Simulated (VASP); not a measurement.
# HfN (Fm-3m) in VASP: further runs, part 2 of 2

VASP 6.6.1. Earlier steps stand in the parts before.

### 5 Relaxation of cell and atoms, PBE, target pressure 8 GPa, at which the enthalpy is minimised

This run uses another cell than the first one, of 11.42 Å³/atom.

INCAR

```
SYSTEM = HfN
  PREC = Accurate
  ENCUT = 600
  EDIFF = 1E-6
  ISMEAR = 0
  SIGMA = 0.1
  LREAL = .False.
  LASPH = .True.
  NELM = 80
  ALGO = Normal
  ISIF = 3
  LWAVE = .False.
  LCHARG = .False.
  GGA = PE
  IBRION = 2
  NSW = 70
  EDIFFG = -0.008
  PSTRESS = 80.0
```

KPOINTS

```
Automatic mesh
0
Gamma
  16 16 16
  0 0 0
```

POSCAR

```
HfN
1.0
    0.0000000000      2.2520067426      2.2520067426
    2.2520067426      0.0000000000      2.2520067426
    2.2520067426      2.2520067426      0.0000000000
Hf N
1 1
Direct
    0.0000000000      0.0000000000      0.0000000000
    0.5000000000      0.5000000000      0.5000000000
```

The run is started by

```console
cat potpaw_PBE.64/Hf_pv/POTCAR potpaw_PBE.64/N/POTCAR > POTCAR
mpirun -np 1 vasp_std > vasp.out
```

Wall time 2.9 min (1 thread of Intel Xeon 8259CL, shared host); peak memory 0.21 GiB.

It converged, with:

```
Free energy                                                : -21.7459 eV
Relaxed volume                                             : 11.33 Å³/atom
Relaxed cell                                               : a = 3.176 Å, b = 3.176 Å, c = 3.176 Å, α = 60.00°, β = 60.00°, γ = 60.00°
Space group after relaxing (to 0.1 Å)                      : Fm-3m (No. 225)
Energy change on relaxing (the run minimises the enthalpy) : +3.8 meV/atom
Ionic steps                                                : 3
Pressure after relaxing                                    : 8.0 GPa
Band gap on the k mesh                                     : zero (an odd number of electrons rules out a gap without spin polarisation)
```

Step by step:
```
step  energy change (eV)  largest force (eV/Å)  pressure (GPa)  volume (Å³)
   1              0.0000                0.0000            5.60        22.84
   2              0.0328                0.0000           13.32        22.28
   3              0.0077                0.0000            8.00        22.66
```

Final structure:
```xyz
2
Lattice="0.0000 2.2460 2.2460 2.2460 0.0000 2.2460 2.2460 2.2460 0.0000" Properties=species:S:1:pos:R:3 pbc="T T T"
Hf    0.0000    0.0000    0.0000
N     2.2460    2.2460    2.2460
```

Levels at points of the mesh, in eV from the Fermi level:
| k point | band 6 | band 7 | band 8 | band 9 | band 10 | band 11 |
| --- | --- | --- | --- | --- | --- | --- |
| (0.00, 0.00, 0.00) | -3.05 | -3.05 | -0.36 | -0.36 | -0.36 | 1.96 |
| (0.50, 0.00, 0.00) | -6.27 | -6.27 | 3.36 | 3.79 | 3.79 | 4.52 |
| (0.50, 0.50, 0.00) | -3.89 | -3.71 | -3.71 | 4.19 | 5.66 | 5.68 |

Caveat: the cell is relaxed towards a set pressure, so the run minimises the enthalpy, not the energy; spin-orbit coupling is left out, which moves the levels of the heavy elements.

### 6 Relaxation of cell and atoms, PBE, target pressure -3 GPa, at which the enthalpy is minimised

This run uses another cell than the first one, of 12.10 Å³/atom.

INCAR

```
  PREC = Accurate
  ENCUT = 600
  EDIFF = 1E-7
  ISMEAR = 0
  SIGMA = 0.1
  LREAL = False
  LASPH = True
  NELM = 60
  ALGO = Normal
  ISIF = 3
  LWAVE = False
  LCHARG = False
  GGA = PE
  IBRION = 2
  NSW = 70
  EDIFFG = -0.008
  PSTRESS = -30.0
```

KPOINTS

```
Automatic mesh
0
Gamma
  16 16 16
```

POSCAR

```
HfN
1.0
    0.0000000000      2.2954715162      2.2954715162
    2.2954715162      0.0000000000      2.2954715162
    2.2954715162      2.2954715162      0.0000000000
Hf N
1 1
Direct
    0.0000000000      0.0000000000      0.0000000000
    0.5000000000      0.5000000000      0.5000000000
```

Potentials or basis: VASP PAW PBE potentials, release 64 (Hf_pv, N).

The run is started by

```console
cat potpaw_PBE.64/Hf_pv/POTCAR potpaw_PBE.64/N/POTCAR > POTCAR
mpirun -np 1 vasp_std > vasp.out
```

OUTCAR:

```text
PREC = Accurate
   ENCUT = 600
   EDIFF = 1E-7
   ISMEAR = 0
   LREAL = False
   LASPH = True
   NELM = 60
   ISIF = 3
   GGA = PE
   IBRION = 2
   NSW = 70
   EDIFFG = -0.008
   PSTRESS = -30.0

 ion  position               nearest neighbor table
   1  0.000  0.000  0.000-   2 2.30   2 2.30   2 2.30   2 2.30   2 2.30   2 2.30
   2  0.500  0.500  0.500-   1 2.30   1 2.30   1 2.30   1 2.30   1 2.30   1 2.30

  LATTYP: Found a face centered cubic cell.
 ALAT       =     4.5909430324

  Lattice vectors:

 A1 = (   0.0000000000,   2.2954715162,   2.2954715162)
 A2 = (   2.2954715162,   0.0000000000,   2.2954715162)
 A3 = (   2.2954715162,   2.2954715162,   0.0000000000)

Analysis of symmetry for initial positions (statically):
=====================================================================
 Subroutine PRICEL returns:
 Original cell was already a primitive cell.

 Routine SETGRP: Setting up the symmetry group for a
 face centered cubic supercell.

 Subroutine GETGRP returns: Found 48 space group operations
 (whereof 48 operations were pure point group operations)
 out of a pool of 48 trial point group operations.

The static configuration has the point symmetry O_h .

Analysis of symmetry for dynamics (positions and initial velocities):
=====================================================================
 Subroutine PRICEL returns:
 Original cell was already a primitive cell.

 Routine SETGRP: Setting up the symmetry group for a
 face centered cubic supercell.

 Subroutine GETGRP returns: Found 48 space group operations
 (whereof 48 operations were pure point group operations)
 out of a pool of 48 trial point group operations.

The dynamic configuration has the point symmetry O_h .

 Subroutine INISYM returns: Found 48 space group operations
 (whereof 48 operations are pure point group operations),
 and found     1 'primitive' translations

[... 131 lines left out ...]
 NGX is ok and might be reduce to    28
   NGX = 13   NGY = 13   NGZ = 13

--------------------------------------- Ionic step        1  -------------------------------------------

 number of electron      14.9999999 magnetization

 Free energy of the ion-electron system (eV)
  ---------------------------------------------------
  ext. energy  EPLUGINS =         0.00000000
  ---------------------------------------------------
  free energy    TOTEN  =       -21.73631950 eV

  energy without entropy =      -21.73330824  energy(sigma->0) =      -21.73481387

------------------------ aborting loop because EDIFF is reached ----------------------------------------

  FORCE on cell =-STRESS in cart. coord.  units (eV):
  Direction    XX          YY          ZZ          XY          YZ          ZX
  --------------------------------------------------------------------------------------
  -------------------------------------------------------------------------------------
  Total       -1.4151913     -1.4151913     -1.4151913     -0.0000000      0.0000000      0.0000000
  in kB      -93.7303022    -93.7303022    -93.7303022     -0.0000000      0.0000000      0.0000000
  external PRESSURE =     -63.7303022 kB  Pullay stress =     -30.0000000 kB
[... 63 lines left out ...]
--------------------------------------- Ionic step        3  -------------------------------------------

 number of electron      15.0000000 magnetization

 Free energy of the ion-electron system (eV)
  ---------------------------------------------------
  ext. energy  EPLUGINS =         0.00000000
  ---------------------------------------------------
  free energy    TOTEN  =       -21.76070295 eV

  energy without entropy =      -21.75773742  energy(sigma->0) =      -21.75922018

 E-fermi :   8.1889     XC(G=0): -12.6167

 val. band max:        8.1881717596   @ k =  -0.1250   0.0625   0.0000
 cond. band min:       8.1920495610   @ k =   0.3750   0.1250   0.0000
 fundamental gap:      0.0038778014
 Fermi energy:         8.1889281812

 k-point     1 :       0.0000    0.0000    0.0000
  band No.  band energies     occupation
      1     -23.0516      2.00000
      2     -23.0516      2.00000
      3     -23.0516      2.00000
      4      -9.1908      2.00000
      5       5.1874      2.00000
      6       5.1874      2.00000
      7       5.1874      2.00000
      8       7.8536      2.00000
      9       7.8536      2.00000
     10       7.8536      2.00000
     11       9.7767      0.00000
[... 309 lines left out ...]
 k-point    24 :      -0.0625    0.0625    0.0000
  band No.  band energies     occupation
      1     -23.1392      2.00000
      2     -23.0737      2.00000
      3     -23.0534      2.00000
      4      -8.9666      2.00000
      5       4.1824      2.00000
      6       4.5466      2.00000
      7       4.8481      2.00000
      8       8.0110      1.98813
      9       8.0235      1.98066
     10       8.4459      0.00028
     11      10.1157      0.00000

 [... further k-points ...]

------------------------ aborting loop because EDIFF is reached ----------------------------------------

  FORCE on cell =-STRESS in cart. coord.  units (eV):
  Direction    XX          YY          ZZ          XY          YZ          ZX
  --------------------------------------------------------------------------------------
  -------------------------------------------------------------------------------------
  Total       -0.4534938     -0.4534938     -0.4534938      0.0000000      0.0000000      0.0000000
  in kB      -30.8248644    -30.8248644    -30.8248644      0.0000000      0.0000000      0.0000000
  external PRESSURE =      -0.8248644 kB  Pullay stress =     -30.0000000 kB
[... 21 lines left out ...]
  energy  without entropy=      -21.7577374181  energy(sigma->0) =      -21.75922018

  enthalpy is  TOTEN    =       -22.2020613946 eV   P V=       -0.4413584458

 reached required accuracy - stopping structural energy minimisation
```

OSZICAR:

```text
N       E                     dE             d eps       ncg     rms          rms(c)
DAV:   1     0.420762528416E+02    0.42076E+02   -0.88361E+03  3190   0.143E+03
[... 26 lines left out ...]
DAV:   1    -0.218617439223E+02   -0.12014E+00   -0.28023E+00  3190   0.171E+01    0.549E+00
DAV:   2    -0.217844165984E+02    0.77327E-01   -0.13270E-01  3295   0.355E+00    0.254E+00
DAV:   3    -0.217615580677E+02    0.22859E-01   -0.49008E-02  3561   0.214E+00    0.160E+00
DAV:   4    -0.217607952392E+02    0.76283E-03   -0.31000E-03  4110   0.585E-01    0.965E-01
DAV:   5    -0.217607089793E+02    0.86260E-04   -0.34084E-04  3801   0.157E-01    0.993E-02
DAV:   6    -0.217607028776E+02    0.61017E-05   -0.35158E-05  4040   0.608E-02    0.256E-02
DAV:   7    -0.217607030452E+02   -0.16757E-06   -0.14238E-06  3751   0.127E-02    0.114E-02
DAV:   8    -0.217607029488E+02    0.96433E-07   -0.21458E-07  3286   0.341E-03
   3 F= -.22202061E+02 E0= -.22200579E+02  d E =-.127855E-01
```

CONTCAR:

```text
HfN
   1.00000000000000
    -0.0000000000000000    2.2757100348671737    2.2757100348671737
     2.2757100348671737    0.0000000000000000    2.2757100348671737
     2.2757100348671737    2.2757100348671737    0.0000000000000000
  Hf              N
     1     1
Direct
     0.0000000000000000    0.0000000000000000    0.0000000000000000
     0.5000000000000000    0.5000000000000000    0.5000000000000000

  0.00000000E+00  0.00000000E+00  0.00000000E+00
  0.00000000E+00  0.00000000E+00  0.00000000E+00
```

Run time: 3.3 min. Hardware: 1 thread of Intel Xeon 8259CL, shared host; peak memory 0.21 GiB.

What came out:

- Free energy: -21.7607 eV
- Relaxed volume: 11.79 Å³/atom
- Relaxed cell: a = 3.218 Å, b = 3.218 Å, c = 3.218 Å, α = 60.00°, β = 60.00°, γ = 60.00°
- Space group after relaxing (to 0.1 Å): Fm-3m (No. 225)
- Energy change on relaxing (the run minimises the enthalpy): -12.2 meV/atom
- Ionic steps: 3
- Pressure after relaxing: -3.1 GPa
- Band gap on the k mesh: zero (an odd number of electrons rules out a gap without spin polarisation)

The path:
```csv
step,energy change (eV),largest force (eV/Å),pressure (GPa),volume (Å³)
1,0.0000,0.0000,-9.37,24.19
2,-0.0053,0.0000,9.56,22.54
3,-0.0244,0.0000,-3.08,23.57
```

Final structure:
```yaml
crystal:
  lattice:
    - [0.00000, 2.27571, 2.27571]
    - [2.27571, 0.00000, 2.27571]
    - [2.27571, 2.27571, 0.00000]
  atoms:
    - { symbol: Hf, position: [0.00000, 0.00000, 0.00000] }
    - { symbol: N, position: [0.50000, 0.50000, 0.50000] }
```

Caveat: the cell is relaxed towards a set pressure, so the run minimises the enthalpy, not the energy; spin-orbit coupling is left out, which moves the levels of the heavy elements.

### 7 Overview

```csv
cell,gap on the mesh (eV),pressure (GPa)
"relaxed to 30 GPa from a = 3.115 Å, angles 60.0°, 2 atoms",none,30.0
"relaxed to 15 GPa from a = 3.161 Å, angles 60.0°, 2 atoms",none,15.0
"relaxed to 3 GPa from a = 3.186 Å, angles 60.0°, 2 atoms",none,3.0
"relaxed to 8 GPa from a = 3.185 Å, angles 60.0°, 2 atoms",none,8.0
"relaxed to -3 GPa from a = 3.246 Å, angles 60.0°, 2 atoms",none,-3.1
```

Alike in all rows: task relaxation of cell and atoms; level PBE; potentials or basis VASP PAW PBE potentials, release 64 (Hf_pv, N); no spin polarisation; k mesh 16 × 16 × 16; cutoff (eV) 600; smearing gaussian 0.1 eV.

Caveats: the cell is relaxed towards a set pressure, so the run minimises the enthalpy, not the energy; spin-orbit coupling is left out, which moves the levels of the heavy elements.

Total energies depend on the potentials used, so only differences within one code and one set of settings carry meaning.
